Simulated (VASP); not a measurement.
# MgO: single point with PBE

Crystal: MgO.

```xyz
16
Lattice="0.0000 4.2537 -4.2537 4.2537 4.2537 0.0000 4.2537 0.0000 -4.2537" Properties=species:S:1:pos:R:3 pbc="T T T"
Mg    2.1269    0.0000   -2.1269
Mg    4.2537    2.1269   -2.1269
Mg    2.1269    2.1269   -4.2537
Mg    4.2537    4.2537   -4.2537
Mg    4.2537    0.0000   -4.2537
Mg    6.3806    2.1269   -4.2537
Mg    4.2537    2.1269   -6.3806
Mg    6.3806    4.2537   -6.3806
O     4.2537    4.2537   -2.1269
O     2.1269    2.1269   -2.1269
O     4.2537    6.3806   -4.2537
O     2.1269    4.2537   -4.2537
O     6.3806    4.2537   -4.2537
O     4.2537    2.1269   -4.2537
O     6.3806    6.3806   -6.3806
O     4.2537    4.2537   -6.3806
```

```json
{
  "Program": "VASP 6.6.1",
  "Task": "single point",
  "Functional": "PBE",
  "Potentials or basis": "VASP PAW PBE potentials, release 64 (Mg, O)",
  "Cutoff": "520 eV",
  "k mesh": "2 × 2 × 2",
  "Occupations": "gaussian, width 0.01 eV",
  "Spin": "no spin polarisation"
}
```

```yaml
Pressure: -0.6 GPa
Band_gap_on_the_k_mesh: 4.44 eV
```

Levels at points of the mesh, in eV from the valence-band top:
```csv
k point,band 29,band 30,band 31,band 32,band 33,band 34,band 35,band 36
"(0.00, 0.00, 0.00)",-0.62,0.00,0.00,0.00,4.44,7.70,7.70,7.70
"(0.50, 0.00, 0.00)",-0.32,-0.32,-0.32,-0.32,6.81,6.81,9.48,9.48
"(0.50, 0.50, 0.00)",-0.62,-0.62,-0.62,-0.62,7.77,7.77,9.20,9.20
```

Wall time 2.1 min on 1 thread of Intel Xeon 8259CL, with other jobs on the host, peak memory 0.31 GiB.

Caveat: the k points lie up to 0.64 Å⁻¹ apart. PBE gaps usually lie below the measured ones, often by a third to a half.
